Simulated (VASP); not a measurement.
Input of a VASP 6.6.1 run:

The input INCAR:

```
PREC = Accurate
ENCUT = 520
EDIFF = 1E-7
ISMEAR = -1
SIGMA = 0.1
LREAL = False
LASPH = True
NELM = 100
ALGO = Normal
ISIF = 2
LWAVE = False
LCHARG = False
GGA = B5
ALDAX = 1.0
AGGAX = 1.0
AGGAC = 1.0
ALDAC = 0.0
NBANDS = 43
```

Contents of KPOINTS:

```
Automatic mesh
0
Gamma
  8 8 12
```

The input POSCAR:

```
Yb
1.0
    5.9979730400      0.0000000000      0.0000000000
   -2.9989865200      5.1943970239      0.0000000000
    0.0000000000      0.0000000000      3.5779268928
Yb
3
Direct
    0.0000000000      1.0000000000      0.0000000000
    0.3333333333      0.6666666667      0.5000000000
    0.6666666667      0.3333333333      0.5000000000
```

Potentials or basis: VASP PAW PBE potentials, release 64 (Yb).

Launch:

```bash
$ cat potpaw_PBE.64/Yb/POTCAR > POTCAR
$ mpirun -np 1 vasp_std > vasp.out
```

(1) What does it give for the pressure?

(2) Predict the band gap on the k mesh.

## Answers

(1) 1.3 GPa.

(2) zero (bands 36 and 37 overlap by 0.45 eV).

Caveat: the PAW data sets were made with another functional, which shifts forces and pressure a little; spin-orbit coupling is left out, which moves the levels of the heavy elements.
